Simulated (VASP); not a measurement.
# HfGe4 (Im-3m) in VASP: a series of runs

Runs on HfGe4. Level: PBE. Tasks: single point, relaxation of cell and atoms.

All numbers are computed with VASP 6.6.1; they aren't measurements. Logs are shortened: lines on timing, memory, paths and dates and some standing lists are left out, and cuts for length are marked.

### 1 The cell of the first run

It takes space group Im-3m (No. 229, cubic). Conventional cell: a = 6.140 Å, b = 6.140 Å, c = 6.140 Å, α = 90.00°, β = 90.00°, γ = 90.00°. Hf (site symmetry m-3m) has 8 Ge at 2.66 Å within 3.5 Å. Ge (site symmetry -3m) has 2 Hf at 2.66 Å and 6 Ge at 3.07 Å within 3.5 Å.

### 2 Single point, PBE

The input, INCAR:

```
PREC = Accurate ; ENCUT = 520
EDIFF = 1E-6 ; ISMEAR = 0
SIGMA = 0.1 ; LREAL = F
LASPH = T ; NELM = 100
ALGO = Normal ; ISIF = 2
LWAVE = F ; LCHARG = F
GGA = PE ; NBANDS = 41
```

The input, KPOINTS:

```
regular mesh
0
Gamma
  10 10 10
```

The input, POSCAR:

```
HfGe4
1.0
   -3.0698085815      3.0698085815      3.0698085815
    3.0698085815     -3.0698085815      3.0698085815
    3.0698085815      3.0698085815     -3.0698085815
Hf Ge
1 4
Direct
    0.0000000000      0.0000000000      0.0000000000
    0.0000000000      0.0000000000      0.5000000000
    0.5000000000      0.0000000000      0.0000000000
    0.5000000000      0.5000000000      0.5000000000
    0.0000000000      0.5000000000      0.0000000000
```

Potentials or basis: VASP PAW PBE potentials, release 64 (Hf_pv, Ge_d).

Launch:

```console
> cat potpaw_PBE.64/Hf_pv/POTCAR potpaw_PBE.64/Ge_d/POTCAR > POTCAR
> mpirun -np 1 vasp_std > vasp.out
```

OUTCAR:

```text
PREC = Accurate
   ENCUT = 520
   EDIFF = 1E-6
   ISMEAR = 0
   LREAL = F
   LASPH = T
   NELM = 100
   ISIF = 2
   GGA = PE

 ion  position               nearest neighbor table
   1  0.000  0.000  0.000-   2 2.66   3 2.66   4 2.66   5 2.66   2 2.66   5 2.66   3 2.66   4 2.66

   2  0.000  0.000  0.500-   1 2.66   1 2.66
   3  0.500  0.000  0.000-   1 2.66   1 2.66
   4  0.500  0.500  0.500-   1 2.66   1 2.66
   5  0.000  0.500  0.000-   1 2.66   1 2.66

  LATTYP: Found a body centered cubic cell.
 ALAT       =     6.1396171630

  Lattice vectors:

 A1 = (  -3.0698085815,   3.0698085815,   3.0698085815)
 A2 = (   3.0698085815,  -3.0698085815,   3.0698085815)
 A3 = (   3.0698085815,   3.0698085815,  -3.0698085815)

Analysis of symmetry for initial positions (statically):
=====================================================================
 Subroutine PRICEL returns:
 Original cell was already a primitive cell.

 Routine SETGRP: Setting up the symmetry group for a
 body centered cubic supercell.

 Subroutine GETGRP returns: Found 48 space group operations
 (whereof 48 operations were pure point group operations)
 out of a pool of 48 trial point group operations.

The static configuration has the point symmetry O_h .

Analysis of symmetry for dynamics (positions and initial velocities):
=====================================================================
 Subroutine PRICEL returns:
 Original cell was already a primitive cell.

 Routine SETGRP: Setting up the symmetry group for a
 body centered cubic supercell.

 Subroutine GETGRP returns: Found 48 space group operations
 (whereof 48 operations were pure point group operations)
 out of a pool of 48 trial point group operations.

The dynamic configuration has the point symmetry O_h .

 Subroutine INISYM returns: Found 48 space group operations
 (whereof 48 operations are pure point group operations),
 and found     1 'primitive' translations

----------------------------------------------------------------------------------------

                                     Primitive cell

  volume of cell :     115.7161

  direct lattice vectors                    reciprocal lattice vectors
    -3.069808581  3.069808581  3.069808581     0.000000000  0.162876605  0.162876605
     3.069808581 -3.069808581  3.069808581     0.162876605  0.000000000  0.162876605
     3.069808581  3.069808581 -3.069808581     0.162876605  0.162876605  0.000000000

  length of vectors
     5.317064433  5.317064433  5.317064433     0.230342304  0.230342304  0.230342304

  position of ions in fractional coordinates (direct lattice)
     0.000000000  0.000000000  0.000000000
     0.000000000  0.000000000  0.500000000
     0.500000000  0.000000000  0.000000000
     0.500000000  0.500000000  0.500000000
     0.000000000  0.500000000  0.000000000

  ion indices of the primitive-cell ions
   primitive index   ion index
                 1           1
                 2           2
                 3           3
                 4           4
                 5           5

----------------------------------------------------------------------------------------

 KPOINTS: regular mesh

Automatic generation of k-mesh.
 Grid dimensions read from file:
 generate k-points for:   10   10   10

 Generating k-lattice:

  Cartesian coordinates                     Fractional coordinates (reciprocal lattice)
     0.000000000  0.016287661  0.016287661     0.100000000  0.000000000  0.000000000
     0.016287661  0.000000000  0.016287661     0.000000000  0.100000000  0.000000000
     0.016287661  0.016287661  0.000000000     0.000000000  0.000000000  0.100000000

  Length of vectors
     0.023034230  0.023034230  0.023034230

  Shift w.r.t. Gamma in fractional coordinates (k-lattice)
     0.000000000  0.000000000  0.000000000

 Subroutine IBZKPT returns following result:
 ===========================================

 Found     47 irreducible k-points:

 Following reciprocal coordinates:
            Coordinates               Weight
  0.000000  0.000000  0.000000      1.000000
  0.100000  0.000000  0.000000     12.000000
  0.200000  0.000000  0.000000     12.000000
  0.300000  0.000000  0.000000     12.000000
  0.400000  0.000000  0.000000     12.000000
  0.500000  0.000000  0.000000      6.000000
[... 16 lines left out ...]
  0.300000  0.300000  0.100000      8.000000
 -0.300000  0.300000  0.100000     24.000000
 [... further k-points ...]
   k-points           NKPTS =     47   k-points in BZ     NKDIM =     47   number of bands    NBANDS=     41
   number of dos      NEDOS =    301   number of ions     NIONS =      5
   total plane-waves  NPLWV =  64000
   dimension x,y,z NGX =    40 NGY =   40 NGZ =   40
   dimension x,y,z NGXF=    80 NGYF=   80 NGZF=   80
   ions per type =               1   4
   NGX,Y,Z   is equivalent  to a cutoff of  12.51, 12.51, 12.51 a.u.
   NGXF,Y,Z  is equivalent  to a cutoff of  25.01, 25.01, 25.01 a.u.
 SYSTEM =  unknown system
   PREC   = accura    normal or accurate (medium, high low for compatibility)
   ISTART =      0    job   : 0-new  1-cont  2-samecut
   ICHARG =      2    charge: 1-file 2-atom 10-const
   ISPIN  =      1    spin polarized calculation?
   LNONCOLLINEAR =      F non collinear calculations
   LSORBIT =      F    spin-orbit coupling
   LASPH  =      T    aspherical Exc in radial PAW
   ENCUT  =  520.0 eV  38.22 Ry    6.18 a.u.   9.89  9.89  9.89*2*pi/ulx,y,z
   NELM   =    100;   NELMIN=  2; NELMDL= -5     # of ELM steps
   EDIFF  = 0.1E-05   stopping-criterion for ELM
   LREAL  =      F    real-space projection
   EDIFFG = 0.1E-04   stopping-criterion for IOM
   NSW    =      0    number of steps for IOM
   IBRION =     -1    ionic relax: 0-MD 1-quasi-New 2-CG
   NFREE  =      0    steps in history (QN), initial steepest desc. (CG)
   ISIF   =      2    stress and relaxation
   ISYM   =      2    0-nonsym 1-usesym 2-fastsym
   POTIM  = 0.5000    time-step for ionic-motion
   TEBEG  =    0.0;   TEEND  =   0.0 temperature during run
   PSTRESS=    0.0 pullay stress
   NELECT =      66.0000    total number of electrons
   NUPDOWN=      -1.0000    fix difference up-down
   EMIN   =  10.00;   EMAX   =-10.00  energy-range for DOS
   EFERMI =   0.00;   METHOD = LEGACY
   ISMEAR =     0;   SIGMA  =   0.10  broadening in eV -4-tet -1-fermi 0-gaus
   EFERMI_NEDOS =   21; number of points for ismear=-14 and -15
   IALGO  =     38    algorithm
   IMIX   =      4    mixing-type and parameters
     AMIX     =   0.40;   BMIX     =  1.00
     AMIX_MAG =   1.60;   BMIX_MAG =  1.00
  volume/ion in A,a.u.               =      23.14       156.18
  Fermi-wavevector in a.u.,A,eV,Ry     =   1.357662  2.565608 25.078869  1.843245
  Thomas-Fermi vector in A             =   2.484561
   LORBIT       =      0    0 simple, 1 ext, 2 COOP (PROOUT), +10 PAW based schemes
   GGA     = PE    functional components
   LHFCALC =     F    Hartree Fock is set to
   AEXX    =    0.0000 exact exchange contribution
   IVDW    =     0    specifies the selected vdW correction
   LEPSILON=     F    determine dielectric tensor
   LRPA    =     F    only Hartree local field effects (RPA)
 non-spin polarized calculation
 Gauss-broadening in eV      SIGMA  =   0.10
  energy-cutoff  :      520.00
  volume of cell :      115.72
 maximum number of plane-waves:      3140
   NGX = 19   NGY = 19   NGZ = 19

 number of electron      66.0000062 magnetization

 Free energy of the ion-electron system (eV)
  ---------------------------------------------------
  ext. energy  EPLUGINS =         0.00000000
  ---------------------------------------------------
  free energy    TOTEN  =       -27.75873831 eV

  energy without entropy =      -27.74632587  energy(sigma->0) =      -27.75253209

 E-fermi :   4.6772     XC(G=0): -10.2025

 val. band max:        4.6620527501   @ k =   0.3000   0.1000  -0.0000
 cond. band min:       4.6988270153   @ k =  -0.1000   0.1000   0.1000
 fundamental gap:      0.0367742652
 Fermi energy:         4.6772465213

 k-point     1 :       0.0000    0.0000    0.0000
  band No.  band energies     occupation
      1     -25.9461      2.00000
      2     -25.9461      2.00000
      3     -25.9461      2.00000
      4     -20.1179      2.00000
      5     -20.1179      2.00000
      6     -20.0803      2.00000
[... 33 lines left out ...]
     40       8.5222      0.00000
     41       8.5222      0.00000

 k-point     2 :       0.1000    0.0000    0.0000
  band No.  band energies     occupation
      1     -25.9483      2.00000
      2     -25.9473      2.00000
      3     -25.9462      2.00000
      4     -20.1169      2.00000
      5     -20.1162      2.00000
      6     -20.0811      2.00000
[... 33 lines left out ...]
     40       8.4737      0.00000
     41       8.8285      0.00000

 k-point     3 :       0.2000    0.0000    0.0000
  band No.  band energies     occupation
      1     -25.9541      2.00000
      2     -25.9503      2.00000
      3     -25.9465      2.00000
      4     -20.1140      2.00000
      5     -20.1115      2.00000
      6     -20.0836      2.00000
[... 33 lines left out ...]
     40       8.4443      0.00000
     41       8.9288      0.00000

 k-point     4 :       0.3000    0.0000    0.0000
  band No.  band energies     occupation
      1     -25.9613      2.00000
      2     -25.9540      2.00000
      3     -25.9468      2.00000
      4     -20.1096      2.00000
      5     -20.1046      2.00000
      6     -20.0875      2.00000
[... 825 lines left out ...]
     40       8.6908      0.00000
     41       9.6358      0.00000

 k-point    23 :       0.3000    0.3000    0.1000
  band No.  band energies     occupation
      1     -25.9616      2.00000
      2     -25.9616      2.00000
      3     -25.9524      2.00000
      4     -20.0873      2.00000
      5     -20.0862      2.00000
      6     -20.0862      2.00000
[... 33 lines left out ...]
     40       8.8421      0.00000
     41       9.1223      0.00000

 k-point    24 :      -0.3000    0.3000    0.1000
  band No.  band energies     occupation
      1     -25.9614      2.00000
      2     -25.9551      2.00000
      3     -25.9490      2.00000
      4     -20.1102      2.00000
      5     -20.1031      2.00000
      6     -20.0883      2.00000
[... 33 lines left out ...]
     40       8.9700      0.00000
     41       9.1016      0.00000

 [... further k-points ...]
[... 5 lines left out ...]
  --------------------------------------------------------------------------------------
  -------------------------------------------------------------------------------------
  Total       -0.0281353     -0.0281353     -0.0281353      0.0000000     -0.0000000      0.0000000
  in kB       -0.3895548     -0.3895548     -0.3895548      0.0000000     -0.0000000      0.0000000
  external PRESSURE =      -0.3895548 kB  Pullay stress =       0.0000000 kB

 VOLUME and BASIS-vectors are now :
 -----------------------------------------------------------------------------
  energy-cutoff  :      520.00
  volume of cell :      115.72
      direct lattice vectors                 reciprocal lattice vectors
    -3.069808581  3.069808581  3.069808581     0.000000000  0.162876605  0.162876605
     3.069808581 -3.069808581  3.069808581     0.162876605  0.000000000  0.162876605
     3.069808581  3.069808581 -3.069808581     0.162876605  0.162876605  0.000000000

 POSITION                                       TOTAL-FORCE (eV/Angst)
 -----------------------------------------------------------------------------------
      0.00000      0.00000      0.00000        -0.000000      0.000000     -0.000000
      1.53490      1.53490     -1.53490         0.000000     -0.000000      0.000000
     -1.53490      1.53490      1.53490         0.000000      0.000000     -0.000000
      1.53490      1.53490      1.53490         0.000000      0.000000     -0.000000
      1.53490     -1.53490      1.53490        -0.000000     -0.000000      0.000000
 -----------------------------------------------------------------------------------
    total drift:                                0.000000     -0.000000      0.000000

  FREE ENERGIE OF THE ION-ELECTRON SYSTEM (eV)
  ---------------------------------------------------
  free  energy   TOTEN  =       -27.7587383058 eV

  energy  without entropy=      -27.7463258714  energy(sigma->0) =      -27.75253209
```

It took 95 s on 1 thread of AMD EPYC 9R45 (Zen 5), shared host; peak memory 0.32 GiB.

What came out:

| Property | Result |
| --- | --- |
| Free energy | -27.7587 eV |
| Pressure | 0.0 GPa |
| Band gap on the k mesh | zero (band 33 reaches 4.82 eV, above the bottom of band 34 at 4.11 eV) |

Levels at points of the mesh, in eV from the Fermi level:
```csv
k point,band 30,band 31,band 32,band 33,band 34,band 35,band 36,band 37
"(0.00, 0.00, 0.00)",-2.48,-2.23,-2.23,-2.23,0.14,0.14,2.72,3.81
"(0.50, 0.00, 0.00)",-2.14,-1.98,-1.53,-0.46,-0.11,1.51,1.67,2.06
"(0.50, 0.50, 0.50)",-4.25,-2.80,-2.80,-2.80,3.05,3.05,3.05,3.27
```

Caveat: spin-orbit coupling is left out, which moves the levels of the heavy elements.

### 3 Relaxation of cell and atoms, PBE

This run uses another cell than the first one, of 23.34 Å³/atom, 1.008 times its volume.

The input, INCAR:

```
SYSTEM = HfGe4
  PREC = Accurate
  ENCUT = 600
  EDIFF = 1E-7
  ISMEAR = 0
  SIGMA = 0.1
  LREAL = .False.
  LASPH = .True.
  NELM = 100
  ALGO = Normal
  ISIF = 3
  LWAVE = .False.
  LCHARG = .False.
  GGA = PE
  IBRION = 2
  NSW = 100
  EDIFFG = -0.01
```

The input, KPOINTS:

```
Automatic mesh
0
Gamma
  10 10 10
  0 0 0
```

POSCAR, as its differences from that of step 2:

```diff
@@ -2,5 +2,5 @@
 1.0
-   -3.0698085815      3.0698085815      3.0698085815
-    3.0698085815     -3.0698085815      3.0698085815
-    3.0698085815      3.0698085815     -3.0698085815
+   -3.0784431613      3.0784431613      3.0784431613
+    3.0784431613     -3.0784431613      3.0784431613
+    3.0784431613      3.0784431613     -3.0784431613
 Hf Ge
```

Potentials or basis: VASP PAW PBE potentials, release 64 (Hf_pv, Ge_d).

Launch:

```console
> cat potpaw_PBE.64/Hf_pv/POTCAR potpaw_PBE.64/Ge_d/POTCAR > POTCAR
> mpirun -np 1 vasp_std > vasp.out
```

OUTCAR:

```text
SYSTEM = HfGe4
   PREC = Accurate
   ENCUT = 600
   EDIFF = 1E-7
   ISMEAR = 0
   LREAL = .False.
   LASPH = .True.
   NELM = 100
   ISIF = 3
   GGA = PE
   IBRION = 2
   NSW = 100
   EDIFFG = -0.01

 ion  position               nearest neighbor table
   1  0.000  0.000  0.000-   2 2.67   3 2.67   4 2.67   5 2.67   2 2.67   5 2.67   3 2.67   4 2.67

   2  0.000  0.000  0.500-   1 2.67   1 2.67
   3  0.500  0.000  0.000-   1 2.67   1 2.67
   4  0.500  0.500  0.500-   1 2.67   1 2.67
   5  0.000  0.500  0.000-   1 2.67   1 2.67

  LATTYP: Found a body centered cubic cell.
 ALAT       =     6.1568863226

  Lattice vectors:

 A1 = (  -3.0784431613,   3.0784431613,   3.0784431613)
 A2 = (   3.0784431613,  -3.0784431613,   3.0784431613)
 A3 = (   3.0784431613,   3.0784431613,  -3.0784431613)

Analysis of symmetry for initial positions (statically):
=====================================================================
 Subroutine PRICEL returns:
 Original cell was already a primitive cell.

[... 175 lines left out ...]
  free energy    TOTEN  =       -27.75758169 eV

  energy without entropy =      -27.74490958  energy(sigma->0) =      -27.75124564

------------------------ aborting loop because EDIFF is reached ----------------------------------------

  FORCE on cell =-STRESS in cart. coord.  units (eV):
  Direction    XX          YY          ZZ          XY          YZ          ZX
  --------------------------------------------------------------------------------------
  -------------------------------------------------------------------------------------
  Total       -0.3990254     -0.3990254     -0.3990254     -0.0000000      0.0000000      0.0000000
  in kB       -5.4784504     -5.4784504     -5.4784504     -0.0000000      0.0000000      0.0000000
  external PRESSURE =      -5.4784504 kB  Pullay stress =       0.0000000 kB
[... 65 lines left out ...]
--------------------------------------- Ionic step        3  -------------------------------------------

 number of electron      65.9999982 magnetization

 Free energy of the ion-electron system (eV)
  ---------------------------------------------------
  ext. energy  EPLUGINS =         0.00000000
  ---------------------------------------------------
  free energy    TOTEN  =       -27.75922756 eV

  energy without entropy =      -27.74680900  energy(sigma->0) =      -27.75301828

 E-fermi :   4.6753     XC(G=0): -10.2013

 val. band max:        4.6602970929   @ k =   0.3000   0.1000   0.0000
 cond. band min:       4.6971526869   @ k =  -0.1000   0.1000   0.1000
 fundamental gap:      0.0368555940
 Fermi energy:         4.6753038563

 k-point     1 :       0.0000    0.0000    0.0000
  band No.  band energies     occupation
      1     -25.9491      2.00000
      2     -25.9491      2.00000
      3     -25.9491      2.00000
      4     -20.1195      2.00000
      5     -20.1195      2.00000
      6     -20.0819      2.00000
[... 997 lines left out ...]
     38       7.5913      0.00000
     39       8.1819      0.00000

 [... further k-points ...]
[... 5 lines left out ...]
  --------------------------------------------------------------------------------------
  -------------------------------------------------------------------------------------
  Total        0.0065655      0.0065655      0.0065655     -0.0000000      0.0000000     -0.0000000
  in kB        0.0908842      0.0908842      0.0908842     -0.0000000      0.0000000     -0.0000000
  external PRESSURE =       0.0908842 kB  Pullay stress =       0.0000000 kB
[... 20 lines left out ...]
  FREE ENERGIE OF THE ION-ELECTRON SYSTEM (eV)
  ---------------------------------------------------
  free  energy   TOTEN  =       -27.7592275568 eV

  energy  without entropy=      -27.7468089979  energy(sigma->0) =      -27.75301828

 reached required accuracy - stopping structural energy minimisation
```

OSZICAR:

```text
N       E                     dE             d eps       ncg     rms          rms(c)
DAV:   1     0.720659706845E+03    0.72066E+03   -0.35319E+04  4379   0.459E+03
[... 28 lines left out ...]
DAV:   1    -0.277664562053E+02   -0.75101E-02   -0.11425E-01  4616   0.443E+00    0.787E-01
DAV:   2    -0.277611154064E+02    0.53408E-02   -0.89646E-03  4620   0.117E+00    0.266E-01
DAV:   3    -0.277595824797E+02    0.15329E-02   -0.18650E-03  5006   0.471E-01    0.101E-01
DAV:   4    -0.277592674022E+02    0.31508E-03   -0.19386E-04  4662   0.969E-02    0.537E-02
DAV:   5    -0.277592320095E+02    0.35393E-04   -0.24213E-05  4928   0.547E-02    0.283E-02
DAV:   6    -0.277592278548E+02    0.41547E-05   -0.48106E-06  4587   0.280E-02    0.353E-03
DAV:   7    -0.277592275093E+02    0.34544E-06   -0.16223E-07  2676   0.302E-03    0.323E-03
DAV:   8    -0.277592275568E+02   -0.47470E-07   -0.30894E-08  2197   0.203E-03
   3 F= -.27759228E+02 E0= -.27753018E+02  d E =-.164586E-02
```

It took 7.3 min on 1 thread of AMD EPYC 9R45 (Zen 5), shared host; peak memory 0.45 GiB.

What came out:

- Free energy: -27.7592 eV
- Relaxed volume: 23.15 Å³/atom
- Relaxed cell: a = 5.317 Å, b = 5.317 Å, c = 5.317 Å, α = 109.47°, β = 109.47°, γ = 109.47°
- Space group after relaxing (to 0.05 Å): Im-3m (No. 229)
- Energy gained by relaxing: 0.3 meV/atom
- Ionic steps: 3
- Pressure after relaxing: 0.0 GPa
- Band gap on the k mesh: zero (band 33 reaches 4.82 eV, above the bottom of band 34 at 4.11 eV)

Step by step:
| step | energy change (eV) | largest force (eV/Å) | pressure (GPa) | volume (Å³) |
| --- | --- | --- | --- | --- |
| 1 | 0.0000 | 0.0000 | -0.55 | 116.70 |
| 2 | -0.0014 | 0.0000 | 0.23 | 115.35 |
| 3 | -0.0016 | 0.0000 | 0.01 | 115.74 |

Final structure:
```
CELL_PARAMETERS angstrom
-3.07003 3.07003 3.07003
3.07003 -3.07003 3.07003
3.07003 3.07003 -3.07003
ATOMIC_POSITIONS crystal
Hf 0.00000 0.00000 0.00000
Ge 0.00000 0.00000 0.50000
Ge 0.50000 0.00000 0.00000
Ge 0.50000 0.50000 0.50000
Ge 0.00000 0.50000 0.00000
```

Levels at points of the mesh, in eV from the Fermi level:
```
           k point  band 31  band 32  band 33  band 34  band 35  band 36
(0.00, 0.00, 0.00)    -2.23    -2.23    -2.23     0.14     0.14     2.71
(0.50, 0.00, 0.00)    -1.98    -1.53    -0.46    -0.11     1.51     1.66
(0.50, 0.50, 0.50)    -2.80    -2.80    -2.80     3.05     3.05     3.05
```

Caveat: spin-orbit coupling is left out, which moves the levels of the heavy elements.

(Part 1 of 2 ends here.)
